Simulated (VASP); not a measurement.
# MgO (Periclase) (Fm-3m) in VASP: further runs, part 3 of 3

VASP 6.6.1. Earlier steps stand in the parts before.

### 6 Single point, PBE

File INCAR:

```
SYSTEM = MgO
  PREC = Accurate
  ENCUT = 520
  EDIFF = 1E-7
  ISMEAR = 0
  SIGMA = 0.01
  LREAL = .FALSE.
  LASPH = .TRUE.
  NELM = 80
  ALGO = Normal
  ISIF = 2
  LWAVE = .FALSE.
  LCHARG = .FALSE.
  GGA = PE
  NBANDS = 11
```

File KPOINTS:

```
Automatic mesh
0
G
  4 4 4
  0 0 0
```

File POSCAR:

```
MgO
1.0
    0.0000000000      2.1021680256      2.1021680256
    2.1021680256      0.0000000000      2.1021680256
    2.1021680256      2.1021680256      0.0000000000
Mg O
1 1
Direct
    0.0000000000      0.0000000000      0.0000000000
    0.5000000000      0.5000000000      0.5000000000
```

Potentials or basis: VASP PAW PBE potentials, release 64 (Mg, O).

On the command line:

```console
> cat potpaw_PBE.64/Mg/POTCAR potpaw_PBE.64/O/POTCAR > POTCAR
> mpirun -np 1 vasp_std > vasp.out
```

OUTCAR:

```text
SYSTEM = MgO
   PREC = Accurate
   ENCUT = 520
   EDIFF = 1E-7
   ISMEAR = 0
   LREAL = .FALSE.
   LASPH = .TRUE.
   NELM = 80
   ISIF = 2
   GGA = PE

 ion  position               nearest neighbor table
   1  0.000  0.000  0.000-   2 2.10   2 2.10   2 2.10   2 2.10   2 2.10   2 2.10
   2  0.500  0.500  0.500-   1 2.10   1 2.10   1 2.10   1 2.10   1 2.10   1 2.10

  LATTYP: Found a face centered cubic cell.
 ALAT       =     4.2043360512

  Lattice vectors:

 A1 = (   0.0000000000,   2.1021680256,   2.1021680256)
 A2 = (   2.1021680256,   0.0000000000,   2.1021680256)
 A3 = (   2.1021680256,   2.1021680256,   0.0000000000)

Analysis of symmetry for initial positions (statically):
=====================================================================
 Subroutine PRICEL returns:
 Original cell was already a primitive cell.

 Routine SETGRP: Setting up the symmetry group for a
 face centered cubic supercell.

 Subroutine GETGRP returns: Found 48 space group operations
 (whereof 48 operations were pure point group operations)
 out of a pool of 48 trial point group operations.

The static configuration has the point symmetry O_h .

Analysis of symmetry for dynamics (positions and initial velocities):
=====================================================================
 Subroutine PRICEL returns:
 Original cell was already a primitive cell.

 Routine SETGRP: Setting up the symmetry group for a
 face centered cubic supercell.

 Subroutine GETGRP returns: Found 48 space group operations
 (whereof 48 operations were pure point group operations)
 out of a pool of 48 trial point group operations.

The dynamic configuration has the point symmetry O_h .

 Subroutine INISYM returns: Found 48 space group operations
 (whereof 48 operations are pure point group operations),
 and found     1 'primitive' translations

----------------------------------------------------------------------------------------

                                     Primitive cell

  volume of cell :      18.5794

  direct lattice vectors                    reciprocal lattice vectors
     0.000000000  2.102168026  2.102168026    -0.237849684  0.237849684  0.237849684
     2.102168026  0.000000000  2.102168026     0.237849684 -0.237849684  0.237849684
     2.102168026  2.102168026  0.000000000     0.237849684  0.237849684 -0.237849684

  length of vectors
     2.972914532  2.972914532  2.972914532     0.411967737  0.411967737  0.411967737

  position of ions in fractional coordinates (direct lattice)
     0.000000000  0.000000000  0.000000000
     0.500000000  0.500000000  0.500000000

  ion indices of the primitive-cell ions
   primitive index   ion index
                 1           1
                 2           2

----------------------------------------------------------------------------------------

 KPOINTS: Automatic mesh

Automatic generation of k-mesh.
 Grid dimensions read from file:
 generate k-points for:    4    4    4

 Generating k-lattice:

  Cartesian coordinates                     Fractional coordinates (reciprocal lattice)
    -0.059462421  0.059462421  0.059462421     0.250000000  0.000000000  0.000000000
     0.059462421 -0.059462421  0.059462421     0.000000000  0.250000000  0.000000000
     0.059462421  0.059462421 -0.059462421     0.000000000  0.000000000  0.250000000

  Length of vectors
     0.102991934  0.102991934  0.102991934

  Shift w.r.t. Gamma in fractional coordinates (k-lattice)
     0.000000000  0.000000000  0.000000000

 Subroutine IBZKPT returns following result:
 ===========================================

 Found      8 irreducible k-points:

 Following reciprocal coordinates:
            Coordinates               Weight
  0.000000  0.000000  0.000000      1.000000
  0.250000  0.000000  0.000000      8.000000
  0.500000  0.000000  0.000000      4.000000
  0.250000  0.250000  0.000000      6.000000
  0.500000  0.250000  0.000000     24.000000
 -0.250000  0.250000  0.000000     12.000000
  0.500000  0.500000  0.000000      3.000000
 -0.250000  0.500000  0.250000      6.000000
   k-points           NKPTS =      8   k-points in BZ     NKDIM =      8   number of bands    NBANDS=     11
   number of dos      NEDOS =    301   number of ions     NIONS =      2
   total plane-waves  NPLWV =  13824
   dimension x,y,z NGX =    24 NGY =   24 NGZ =   24
   dimension x,y,z NGXF=    48 NGYF=   48 NGZF=   48
   ions per type =               1   1
   NGX,Y,Z   is equivalent  to a cutoff of  13.42, 13.42, 13.42 a.u.
   NGXF,Y,Z  is equivalent  to a cutoff of  26.84, 26.84, 26.84 a.u.
 SYSTEM =  MgO
   PREC   = accura    normal or accurate (medium, high low for compatibility)
   ISTART =      0    job   : 0-new  1-cont  2-samecut
   ICHARG =      2    charge: 1-file 2-atom 10-const
   ISPIN  =      1    spin polarized calculation?
   LNONCOLLINEAR =      F non collinear calculations
   LSORBIT =      F    spin-orbit coupling
   LASPH  =      T    aspherical Exc in radial PAW
   ENCUT  =  520.0 eV  38.22 Ry    6.18 a.u.   5.53  5.53  5.53*2*pi/ulx,y,z
   NELM   =     80;   NELMIN=  2; NELMDL= -5     # of ELM steps
   EDIFF  = 0.1E-06   stopping-criterion for ELM
   LREAL  =      F    real-space projection
   EDIFFG = 0.1E-05   stopping-criterion for IOM
   NSW    =      0    number of steps for IOM
   IBRION =     -1    ionic relax: 0-MD 1-quasi-New 2-CG
   NFREE  =      0    steps in history (QN), initial steepest desc. (CG)
   ISIF   =      2    stress and relaxation
   ISYM   =      2    0-nonsym 1-usesym 2-fastsym
   POTIM  = 0.5000    time-step for ionic-motion
   TEBEG  =    0.0;   TEEND  =   0.0 temperature during run
   PSTRESS=    0.0 pullay stress
   NELECT =       8.0000    total number of electrons
   NUPDOWN=      -1.0000    fix difference up-down
   EMIN   =  10.00;   EMAX   =-10.00  energy-range for DOS
   EFERMI =   0.00;   METHOD = LEGACY
   ISMEAR =     0;   SIGMA  =   0.01  broadening in eV -4-tet -1-fermi 0-gaus
   EFERMI_NEDOS =   21; number of points for ismear=-14 and -15
   IALGO  =     38    algorithm
   IMIX   =      4    mixing-type and parameters
     AMIX     =   0.40;   BMIX     =  1.00
     AMIX_MAG =   1.60;   BMIX_MAG =  1.00
  volume/ion in A,a.u.               =       9.29        62.69
  Fermi-wavevector in a.u.,A,eV,Ry     =   1.236215  2.336108 20.792804  1.528228
  Thomas-Fermi vector in A             =   2.370833
   LORBIT       =      0    0 simple, 1 ext, 2 COOP (PROOUT), +10 PAW based schemes
   GGA     = PE    functional components
   LHFCALC =     F    Hartree Fock is set to
   AEXX    =    0.0000 exact exchange contribution
   IVDW    =     0    specifies the selected vdW correction
   LEPSILON=     F    determine dielectric tensor
   LRPA    =     F    only Hartree local field effects (RPA)
 non-spin polarized calculation
 Gauss-broadening in eV      SIGMA  =   0.01
  energy-cutoff  :      520.00
  volume of cell :       18.58
 maximum number of plane-waves:       531
 NGX is ok and might be reduce to    24
   NGX = 11   NGY = 11   NGZ = 11

 number of electron       8.0000004 magnetization

 Free energy of the ion-electron system (eV)
  ---------------------------------------------------
  ext. energy  EPLUGINS =         0.00000000
  ---------------------------------------------------
  free energy    TOTEN  =       -11.88973450 eV

  energy without entropy =      -11.88973450  energy(sigma->0) =      -11.88973450

 E-fermi :   3.2884     XC(G=0): -11.1016

 val. band max:        3.2437502610   @ k =   0.0000   0.0000   0.0000
 cond. band min:       8.0159974196   @ k =   0.0000   0.0000   0.0000
 fundamental gap:      4.7722471586
 Fermi energy:         3.2884414479

 k-point     1 :       0.0000    0.0000    0.0000
  band No.  band energies     occupation
      1     -14.0501      2.00000
      2       3.2437      2.00000
      3       3.2438      2.00000
      4       3.2438      2.00000
      5       8.0160      0.00000
      6      19.0618      0.00000
      7      19.0618      0.00000
      8      19.0618      0.00000
      9      22.9952      0.00000
     10      24.7731      0.00000
     11      24.7731      0.00000
[... 85 lines left out ...]
 k-point     8 :      -0.2500    0.5000    0.2500
  band No.  band energies     occupation
      1     -12.4356      2.00000
      2       0.2671      2.00000
      3       0.2671      2.00000
      4       1.4615      2.00000
      5      14.9237      0.00000
      6      14.9237      0.00000
      7      15.4679      0.00000
      8      18.8161      0.00000
      9      25.2585      0.00000
     10      25.2585      0.00000
     11      29.6502      0.00000

------------------------ aborting loop because EDIFF is reached ----------------------------------------

  FORCE on cell =-STRESS in cart. coord.  units (eV):
  Direction    XX          YY          ZZ          XY          YZ          ZX
  --------------------------------------------------------------------------------------
  -------------------------------------------------------------------------------------
  Total        0.5707258      0.5707258      0.5707258     -0.0000000     -0.0000000      0.0000000
  in kB       49.2159408     49.2159408     49.2159408     -0.0000000     -0.0000000      0.0000000
  external PRESSURE =      49.2159408 kB  Pullay stress =       0.0000000 kB

 VOLUME and BASIS-vectors are now :
 -----------------------------------------------------------------------------
  energy-cutoff  :      520.00
  volume of cell :       18.58
      direct lattice vectors                 reciprocal lattice vectors
     0.000000000  2.102168026  2.102168026    -0.237849684  0.237849684  0.237849684
     2.102168026  0.000000000  2.102168026     0.237849684 -0.237849684  0.237849684
     2.102168026  2.102168026  0.000000000     0.237849684  0.237849684 -0.237849684

 POSITION                                       TOTAL-FORCE (eV/Angst)
 -----------------------------------------------------------------------------------
      0.00000      0.00000      0.00000         0.000000      0.000000      0.000000
      2.10217      2.10217      2.10217        -0.000000     -0.000000     -0.000000
 -----------------------------------------------------------------------------------
    total drift:                               -0.000000     -0.000000      0.000000

  FREE ENERGIE OF THE ION-ELECTRON SYSTEM (eV)
  ---------------------------------------------------
  free  energy   TOTEN  =       -11.8897345007 eV

  energy  without entropy=      -11.8897345007  energy(sigma->0) =      -11.88973450
```

stdout:

```text
POSCAR found type information on POSCAR MgO
 POSCAR found :  2 types and       2 ions
 scaLAPACK will be used
 LDA part: xc-table for (Slater+PW92), standard interpolation
 POSCAR, INCAR and KPOINTS ok, starting setup
 FFT: planning ... GRIDC
 FFT: planning ... GRID_SOFT
 FFT: planning ... GRID
 WAVECAR not read
 entering main loop
```

Run time: 3.6 s. Hardware: 1 thread of Intel Xeon 6975P-C (Granite Rapids), shared host; peak memory 0.13 GiB.

What came out:

- Free energy: -11.8897 eV
- Pressure: 4.9 GPa
- Band gap on the k mesh: 4.77 eV, direct

Levels at points of the mesh, in eV from the valence-band top:
| k point | band 2 | band 3 | band 4 | band 5 | band 6 | band 7 |
| --- | --- | --- | --- | --- | --- | --- |
| (0.00, 0.00, 0.00) | 0.00 | 0.00 | 0.00 | 4.77 | 15.82 | 15.82 |
| (0.50, 0.00, 0.00) | -4.65 | -0.66 | -0.66 | 7.92 | 12.67 | 16.35 |
| (0.50, 0.50, 0.00) | -4.11 | -1.36 | -1.36 | 9.11 | 10.02 | 13.16 |

Caveat: the k points lie up to 0.65 Å⁻¹ apart. PBE gaps usually lie below the measured ones, often by a third to a half.

### 7 Overview

| level | potentials or basis | k mesh | cutoff (eV) | grid for exact exchange (PRECFOCK) | share of exact exchange | screening parameter | gap on the mesh (eV) | pressure (GPa) |
| --- | --- | --- | --- | --- | --- | --- | --- | --- |
| PBE-based screened hybrid | VASP PAW PBE potentials, release 64 (Mg, O) | 6 × 6 × 6 | 520 | Normal | 1 | 0.3 1/Å | 11.01 | -15.1 |
| PBE-based screened hybrid | VASP PAW PBE potentials, release 64 (Mg, O) | 6 × 6 × 6 | 520 | Normal | 1 | 0.1 1/Å | 13.57 | -16.3 |
| LDA | VASP PAW LDA potentials, release 64 (Mg, O) | 4 × 4 × 4 | 600 | - | - | - | 4.70 | -7.1 |
| PBE | VASP PAW PBE potentials, release 64 (Mg, O) | 3 × 3 × 3 | 520 | - | - | - | 4.74 | 5.4 |
| PBE | VASP PAW PBE potentials, release 64 (Mg, O) | 4 × 4 × 4 | 520 | - | - | - | 4.77 | 4.9 |

Alike in all rows: task single point; no spin polarisation; cell as given; smearing gaussian 0.01 eV.

Caveats: all runs use coarse meshes; the PAW data sets were made with another functional, which shifts forces and pressure a little (some runs).

Absolute energies hang on the potentials; compare differences alone.
